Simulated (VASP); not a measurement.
Write the native input for VASP 6.6.1 that does the following.

* Task: single point
* Functional: PBEsol
* Potentials or basis: VASP PAW PBE potentials, release 64 (Sn_d)
* Cutoff: 520 eV
* k mesh: 12 × 12 × 12
* Occupations: fermi-dirac, width 0.15 eV
* Spin: no spin polarisation
* Dipole correction: no
* Further INCAR settings: ALGO = Normal; EDIFF = 1e-06; NBANDS = 21

The structure of Sn lies in POSCAR:

```
Sn
1.0
    0.0000000000      3.2714855796      3.2714855796
    3.2714855796      0.0000000000      3.2714855796
    3.2714855796      3.2714855796      0.0000000000
Sn
2
Direct
    0.5000000000      0.5000000000      0.5000000000
    0.7500000000      0.7500000000      0.7500000000
```

This isn't the form of Sn at room conditions, which is tetragonal (white tin).

These files were run (other wordings do the same):

INCAR

```
SYSTEM = Sn
PREC = Accurate
ENCUT = 520
EDIFF = 1E-6
ISMEAR = -1
SIGMA = 0.15
LREAL = .FALSE.
LASPH = .TRUE.
NELM = 80
ALGO = Normal
ISIF = 2
LWAVE = .FALSE.
LCHARG = .FALSE.
GGA = PS
NBANDS = 21
```

KPOINTS

```
regular mesh
0
G
  12 12 12
  0 0 0
```

Potentials or basis: VASP PAW PBE potentials, release 64 (Sn_d).

Run with:

```bash
$ cat potpaw_PBE.64/Sn_d/POTCAR > POTCAR
$ mpirun -np 1 vasp_std > vasp.out
```

Results of the run:

```yaml
Pressure: -0.1 GPa
Band_gap_on_the_k_mesh: zero (bands 14 and 15 overlap by 0.20 eV)
```

Caveat: the PAW data sets were made with another functional, which shifts forces and pressure a little; spin-orbit coupling is left out, which moves the levels of the heavy elements.

Run time: 54 s on 1 thread of Intel(R) Xeon(R) 6975P-C (Granite Rapids), with other jobs on the host, peak memory 0.24 GiB.
